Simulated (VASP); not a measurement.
A run of VASP 6.6.1 is set up as follows.

Contents of INCAR:

```
SYSTEM = Cu
PREC     = Accurate       ! precision mode
ENCUT    = 600            ! plane-wave cutoff, eV
EDIFF    = 1E-8           ! SCF threshold, eV
ISMEAR   = -1             ! smearing method
SIGMA    = 0.15           ! smearing width, eV
LREAL    = .False.        ! projectors in reciprocal space
LASPH    = .True.         ! aspherical terms in the spheres
NELM     = 60             ! most SCF steps
ALGO     = Fast           ! electronic algorithm
ISIF     = 3              ! what is computed and relaxed
LWAVE    = .False.        ! write WAVECAR
LCHARG   = .False.        ! write CHGCAR
GGA      = PE             ! functional
IBRION   = 6              ! ionic algorithm
NFREE    = 2            
POTIM    = 0.015          ! step
NSW      = 1              ! ionic steps
```

KPOINTS

```
regular mesh
0
Gamma
  20 20 20
  0 0 0
```

Contents of POSCAR:

```
Cu
1.0
    0.0000000000      1.8151656787      1.8151656787
    1.8151656787      0.0000000000      1.8151656787
    1.8151656787      1.8151656787      0.0000000000
Cu
1
Direct
    0.0000000000      0.0000000000      0.0000000000
```

Potentials or basis: VASP PAW PBE potentials, release 64 (Cu).

Command:

```bash
$ cat potpaw_PBE.64/Cu/POTCAR > POTCAR
$ mpirun -np 1 vasp_std > vasp.out
```

Question: Predict the elastic constants C11, C12, C44.

Answer: 168, 114, 83 GPa.

Question: Estimate the Voigt bulk modulus.

Answer: 132 GPa.

Elastic tensor in Voigt notation (GPa, in the Cartesian axes of the cell as first typed):
```
168 114 114   0   0   0
114 168 114   0   0   0
114 114 168   0   0   0
  0   0   0  83   0   0
  0   0   0   0  83   0
  0   0   0   0   0  83
```
